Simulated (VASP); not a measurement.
# Mo16H (a cell with a defect) in VASP: single point with PBE

Aim: the single point of Mo16H (a cell with a defect) with PBE.

Everything below comes from runs of VASP 6.6.1. Logs are shortened: lines on timing, memory, paths and dates and some standing lists are left out, and cuts for length are marked.

**1. The cell of the first run**

The cell holds a defect, 17 atoms: a = 6.323 Å, b = 6.323 Å, c = 6.323 Å, α = 90.00°, β = 90.00°, γ = 90.00°.

**2. Single point, PBE**

INCAR reads:

```
SYSTEM = Mo16H
PREC = Accurate
ENCUT = 520
EDIFF = 1E-6
ISMEAR = 1
SIGMA = 0.1
LREAL = Auto
LASPH = .True.
NELM = 60
ALGO = Normal
ISIF = 2
LWAVE = .False.
LCHARG = .True.
GGA = PE
LELF = .True.
LVHAR = .True.
NBANDS = 126
```

KPOINTS reads:

```
Automatic mesh
0
Gamma
  3 3 3
  0 0 0
```

POSCAR reads:

```
Mo16H
1.0
    6.3226243300      0.0000000000      0.0000000000
    0.0000000000      6.3226243300      0.0000000000
    0.0000000000      0.0000000000      6.3226243300
Mo H
16 1
Direct
   -0.0027550269     -0.0009513455     -0.0001935905
    0.2516096034      0.2455915327      0.2328382841
   -0.0011499972      0.0025965484      0.4998231486
    0.2516121340      0.2455856807      0.7668059570
   -0.0012100988      0.5027404499     -0.0001946976
    0.2495890816      0.7522196088      0.2484525283
   -0.0098150699      0.5089149429      0.4998136589
    0.2495893980      0.7522216649      0.7511754221
    0.5028559083     -0.0013426387     -0.0001926415
    0.7497448453      0.2520322127      0.2486606697
    0.5005698322      0.0008782745      0.4998190364
    0.7497402586      0.2520333198      0.7509658572
    0.5014666117      0.5034385777     -0.0001923252
    0.7487811632      0.7536750171      0.2487028990
    0.4994854724      0.5031730234      0.4998147660
    0.7487797397      0.7536724865      0.7509288473
    0.2255897117      0.3402237564      0.4998248884
```

Potentials or basis: VASP PAW PBE potentials, release 64 (Mo_sv, H).

The run is started by

```
> cat potpaw_PBE.64/Mo_sv/POTCAR potpaw_PBE.64/H/POTCAR > POTCAR
> mpirun -np 1 vasp_std > vasp.out
```

OUTCAR:

```text
SYSTEM = Mo16H
   PREC = Accurate
   ENCUT = 520
   EDIFF = 1E-6
   ISMEAR = 1
   LREAL = Auto
   LASPH = .True.
   NELM = 60
   ISIF = 2
   GGA = PE

 ion  position               nearest neighbor table
   1  0.997  0.999  1.000-   4 2.68   2 2.68  16 2.71  14 2.71   8 2.73   6 2.73  12 2.74  10 2.74
                             9 3.13   5 3.14   3 3.16   3 3.16   5 3.18   9 3.20
   2  0.252  0.246  0.233-  17 1.80   9 2.67   1 2.68  13 2.71   5 2.71  11 2.78   3 2.79  15 2.82
                             7 2.89   4 2.95   6 3.12  10 3.15  10 3.17   6 3.20   4 3.38
   3  0.999  0.003  0.500-  12 2.74  10 2.74  16 2.74  14 2.74   8 2.75   6 2.75   4 2.79   2 2.79
                             7 3.12  11 3.15   1 3.16   1 3.16  11 3.17   7 3.20
   4  0.252  0.246  0.767-  17 1.80   9 2.67   1 2.68  13 2.71   5 2.71  11 2.78   3 2.79  15 2.82
                             7 2.89   2 2.95   8 3.12  12 3.15  12 3.17   8 3.20   2 3.38
   5  0.999  0.503  1.000-   4 2.71   2 2.71  12 2.73  10 2.73   8 2.73   6 2.73  16 2.74  14 2.74
                             1 3.14  13 3.14   7 3.16   7 3.16  13 3.18   1 3.18
   6  0.250  0.752  0.248-   1 2.73   9 2.73   5 2.73  13 2.74  15 2.74  11 2.74   3 2.75   7 2.75
                             2 3.12   8 3.14  14 3.16  14 3.17   8 3.18   2 3.20
   7  0.990  0.509  0.500-  17 1.83  14 2.69  16 2.69  10 2.73  12 2.73   6 2.75   8 2.75   2 2.89
                             4 2.89  15 3.10   3 3.12   5 3.16   5 3.16   3 3.20  15 3.22
   8  0.250  0.752  0.751-   1 2.73   9 2.73   5 2.73  13 2.74  15 2.74  11 2.74   3 2.75   7 2.75
                             4 3.12   6 3.14  16 3.16  16 3.17   6 3.18   4 3.20
   9  0.503  0.999  1.000-   4 2.67   2 2.67  16 2.70  14 2.70   8 2.73   6 2.73  12 2.73  10 2.73
                             1 3.13  13 3.13  11 3.16  11 3.16  13 3.19   1 3.20
  10  0.750  0.252  0.249-  13 2.73   5 2.73   7 2.73   9 2.73   1 2.74   3 2.74  11 2.74  15 2.75
                            12 3.15  14 3.15   2 3.15  14 3.17   2 3.17  12 3.18
  11  0.501  0.001  0.500-  16 2.73  14 2.73   8 2.74   6 2.74  12 2.74  10 2.74   4 2.78   2 2.78
                            15 3.15   3 3.15   9 3.16   9 3.16   3 3.17  15 3.18
  12  0.750  0.252  0.751-  13 2.73   5 2.73   7 2.73   9 2.73   1 2.74   3 2.74  11 2.74  15 2.75
                            10 3.15  16 3.15   4 3.15  16 3.17   4 3.17  10 3.18
  13  0.501  0.503  1.000-   4 2.71   2 2.71  16 2.72  14 2.72  12 2.73  10 2.73   8 2.74   6 2.74
                             9 3.13   5 3.14  15 3.16  15 3.16   5 3.18   9 3.19
  14  0.749  0.754  0.249-   7 2.69   9 2.70   1 2.71  13 2.72  11 2.73   5 2.74   3 2.74  15 2.74
                            16 3.15  10 3.15   6 3.16   6 3.17  10 3.17  16 3.18
  15  0.499  0.503  0.500-  17 2.02   6 2.74   8 2.74  16 2.74  14 2.74  12 2.75  10 2.75   2 2.82
                             4 2.82   7 3.10  11 3.15  13 3.16  13 3.16  11 3.18   7 3.22
  16  0.749  0.754  0.751-   7 2.69   9 2.70   1 2.71  13 2.72  11 2.73   5 2.74   3 2.74  15 2.74
                            14 3.15  12 3.15   8 3.16   8 3.17  12 3.17  14 3.18
  17  0.226  0.340  0.500-   4 1.80   2 1.80   7 1.83  15 2.02

  LATTYP: Found a simple cubic cell.
 ALAT       =     6.3226243300

  Lattice vectors:

 A1 = (   6.3226243300,   0.0000000000,   0.0000000000)
[... 167 lines left out ...]
     AMIX     =   0.40;   BMIX     =  1.00
     AMIX_MAG =   1.60;   BMIX_MAG =  1.00
  volume/ion in A,a.u.               =      14.87       100.33
  Fermi-wavevector in a.u.,A,eV,Ry     =   1.574847  2.976029 33.744383  2.480142
  Thomas-Fermi vector in A             =   2.675919
   LORBIT       =      0    0 simple, 1 ext, 2 COOP (PROOUT), +10 PAW based schemes
   GGA     = PE    functional components
   LHFCALC =     F    Hartree Fock is set to
   AEXX    =    0.0000 exact exchange contribution
   IVDW    =     0    specifies the selected vdW correction
   LEPSILON=     F    determine dielectric tensor
   LRPA    =     F    only Hartree local field effects (RPA)
 non-spin polarized calculation
 Methfessel and Paxton  Order N= 1 SIGMA  =   0.10
  energy-cutoff  :      520.00
  volume of cell :      252.75
 maximum number of plane-waves:      6859
   NGX = 23   NGY = 23   NGZ = 23

 number of electron     225.0000021 magnetization

 Free energy of the ion-electron system (eV)
  ---------------------------------------------------
  ext. energy  EPLUGINS =         0.00000000
  ---------------------------------------------------
  free energy    TOTEN  =      -177.78846048 eV

  energy without entropy =     -177.77570985  energy(sigma->0) =     -177.78421027

 E-fermi :  12.6203     XC(G=0): -13.3648

 val. band max:       12.6144036529   @ k =   0.0000   0.0000   0.3333
 cond. band min:      12.6371773416   @ k =  -0.3333   0.3333   0.0000
 fundamental gap:      0.0227736888
 Fermi energy:        12.6202622087

 k-point     1 :       0.0000    0.0000    0.0000
  band No.  band energies     occupation
      1     -48.7862      2.00000
      2     -48.5841      2.00000
      3     -48.5648      2.00000
      4     -48.5525      2.00000
      5     -48.5447      2.00000
      6     -48.5399      2.00000
[... 1767 lines left out ...]
    123      13.8424     -0.00000
    124      13.9099     -0.00000
 [bands above 124 left out]

------------------------ aborting loop because EDIFF is reached ----------------------------------------

  FORCE on cell =-STRESS in cart. coord.  units (eV):
  Direction    XX          YY          ZZ          XY          YZ          ZX
  --------------------------------------------------------------------------------------
  -------------------------------------------------------------------------------------
  Total        3.8042903      4.4494254      8.2908515     -0.7660853      0.0000305     -0.0002032
  in kB       24.1152681     28.2047578     52.5554285     -4.8561886      0.0001933     -0.0012878
  external PRESSURE =      34.9584848 kB  Pullay stress =       0.0000000 kB

 VOLUME and BASIS-vectors are now :
 -----------------------------------------------------------------------------
  energy-cutoff  :      520.00
  volume of cell :      252.75
      direct lattice vectors                 reciprocal lattice vectors
     6.322624330  0.000000000  0.000000000     0.158162173  0.000000000  0.000000000
     0.000000000  6.322624330  0.000000000     0.000000000  0.158162173  0.000000000
     0.000000000  0.000000000  6.322624330     0.000000000  0.000000000  0.158162173

 POSITION                                       TOTAL-FORCE (eV/Angst)
 -----------------------------------------------------------------------------------
      6.30521      6.31661      6.32140        -0.022726     -0.026567      0.001270
      1.59083      1.55278      1.47215        -0.036869     -0.034488      0.032962
      6.31535      0.01642      3.16019        -0.009844     -0.025199     -0.001014
      1.59085      1.55275      4.84823        -0.037080     -0.034056     -0.033581
      6.31497      3.17864      6.32139        -0.023472     -0.018670      0.001061
      1.57806      4.75600      1.57087        -0.014307     -0.018984     -0.006233
[... 9 lines left out ...]
      4.73425      4.76519      4.74784        -0.013621     -0.006409     -0.003292
      1.42632      2.15111      3.16021         0.313621      0.292060     -0.000342
 -----------------------------------------------------------------------------------
    total drift:                               -0.000382     -0.004158      0.001218

  FREE ENERGIE OF THE ION-ELECTRON SYSTEM (eV)
  ---------------------------------------------------
  free  energy   TOTEN  =      -177.7884604826 eV

  energy  without entropy=     -177.7757098482  energy(sigma->0) =     -177.78421027
```

OSZICAR:

```text
N       E                     dE             d eps       ncg     rms          rms(c)
DAV:   1     0.304629064256E+04    0.30463E+04   -0.13978E+05  3528   0.189E+03
DAV:   2    -0.278411050703E+02   -0.30741E+04   -0.30134E+04  3716   0.602E+02
DAV:   3    -0.182624660857E+03   -0.15478E+03   -0.14953E+03  4688   0.115E+02
DAV:   4    -0.188594198967E+03   -0.59695E+01   -0.57735E+01  4272   0.164E+01
DAV:   5    -0.188809921891E+03   -0.21572E+00   -0.21096E+00  4400   0.277E+00    0.602E+01
DAV:   6    -0.179164947191E+03    0.96450E+01   -0.22619E+01  3800   0.177E+01    0.164E+01
DAV:   7    -0.177929935106E+03    0.12350E+01   -0.56355E+00  4144   0.874E+00    0.397E+00
DAV:   8    -0.177865238026E+03    0.64697E-01   -0.11873E+00  4440   0.485E+00    0.288E+00
DAV:   9    -0.177798322391E+03    0.66916E-01   -0.55403E-01  4504   0.297E+00    0.107E+00
DAV:  10    -0.177790465563E+03    0.78568E-02   -0.92037E-02  4512   0.127E+00    0.575E-01
DAV:  11    -0.177788400122E+03    0.20654E-02   -0.16696E-02  4528   0.589E-01    0.220E-01
DAV:  12    -0.177788495411E+03   -0.95289E-04   -0.18696E-03  4504   0.180E-01    0.150E-01
DAV:  13    -0.177788464493E+03    0.30918E-04   -0.47734E-04  4424   0.102E-01    0.571E-02
DAV:  14    -0.177788460979E+03    0.35147E-05   -0.12400E-04  4528   0.472E-02    0.192E-02
DAV:  15    -0.177788460180E+03    0.79848E-06   -0.32611E-05  4600   0.251E-02    0.876E-03
DAV:  16    -0.177788460483E+03   -0.30255E-06   -0.35491E-06  3024   0.880E-03
   1 F= -.17778846E+03 E0= -.17778421E+03  d E =-.127506E-01
```

stdout:

```text
POSCAR found type information on POSCAR MoH
 POSCAR found :  2 types and      17 ions
 scaLAPACK will be used
 LDA part: xc-table for (Slater+PW92), standard interpolation
 POSCAR, INCAR and KPOINTS ok, starting setup
 FFT: planning ... GRIDC
 FFT: planning ... GRID_SOFT
 FFT: planning ... GRID
 WAVECAR not read
 entering main loop
```

Run time: 26 min. Hardware: 1 thread of Intel Xeon 8259CL, shared host; peak memory 0.5 GiB.

What came out:

```yaml
Free_energy: -177.7885 eV
Pressure: 3.5 GPa
Largest_force: 0.429 eV/Å
Band_gap_on_the_k_mesh: zero (an odd number of electrons rules out a gap without spin polarisation)
```

Forces in eV/Å, atoms in the order of the input:
```
Mo  -0.023 -0.027  0.001
Mo  -0.037 -0.034  0.033
Mo  -0.010 -0.025 -0.001
Mo  -0.037 -0.034 -0.034
Mo  -0.023 -0.019  0.001
Mo  -0.014 -0.019 -0.006
Mo  -0.060 -0.006  0.000
Mo  -0.014 -0.019  0.006
Mo  -0.017 -0.013  0.001
Mo  -0.004 -0.014  0.004
Mo  -0.030 -0.025  0.000
Mo  -0.004 -0.014 -0.005
Mo  -0.010 -0.025  0.001
Mo  -0.014 -0.006  0.003
Mo  -0.001 -0.004  0.000
Mo  -0.014 -0.006 -0.003
H    0.314  0.292  0.000
```

Stress tensor (GPa, compression positive):
```
 2.41 -0.49  0.00
-0.49  2.82  0.00
 0.00  0.00  5.26
```

Levels at points of the mesh, in eV from the Fermi level:
```tsv
k point	band 108	band 109	band 110	band 111	band 112	band 113	band 114	band 115	band 116	band 117
(0.00, 0.00, 0.00)	-0.75	-0.74	-0.73	-0.73	-0.69	0.52	0.57	0.66	0.71	0.72
```

The gap in the log of VASP goes by the Fermi energy; the results here count the filled bands.